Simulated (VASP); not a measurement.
Wanted: the native input for a VASP 6.6.1 run.

```
Task                   : single point
Functional             : PBE
Potentials or basis    : VASP PAW PBE potentials, release 64 (Ba_sv, F)
Cutoff                 : 600 eV
k mesh                 : 6 × 6 × 6
Occupations            : gaussian, width 0.1 eV
Spin                   : no spin polarisation
Dipole correction      : no
Further INCAR settings : ALGO = Normal; EDIFF = 1e-06; NBANDS = 19
```

The structure of BaF2 lies in POSCAR:

```
BaF2
1.0
    0.0000000000      3.1128650000      3.1128650000
    3.1128650000      0.0000000000      3.1128650000
    3.1128650000      3.1128650000      0.0000000000
Ba F
1 2
Direct
    0.0000000000      0.0000000000      0.0000000000
    0.2500000000      0.2500000000      0.2500000000
    0.7500000000      0.7500000000      0.7500000000
```

The input as run:

INCAR

```
PREC = Accurate
ENCUT = 600
EDIFF = 1E-6
ISMEAR = 0
SIGMA = 0.1
LREAL = F
LASPH = T
NELM = 120
ALGO = Normal
ISIF = 2
LWAVE = F
LCHARG = T
GGA = PE
LELF = T
LVHAR = T
NBANDS = 19
GGA_COMPAT = F
```

KPOINTS

```
Automatic mesh
0
Gamma
  6 6 6
```

Potentials or basis: VASP PAW PBE potentials, release 64 (Ba_sv, F).

The run is started by

```bash
$ cat potpaw_PBE.64/Ba_sv/POTCAR potpaw_PBE.64/F/POTCAR > POTCAR
$ mpirun -np 1 vasp_std > vasp.out
```

Results of the run:

```json
{
 "Pressure": "1.5 GPa",
 "Band gap on the k mesh": "6.72 eV (least direct gap 6.78 eV)"
}
```

Caveat: spin-orbit coupling is left out, which moves the levels of the heavy elements.

Wall time 42 s on 1 thread of AMD EPYC 7R43 64-Core Processor (Zen 3) (shared host), peak memory 0.17 GiB.
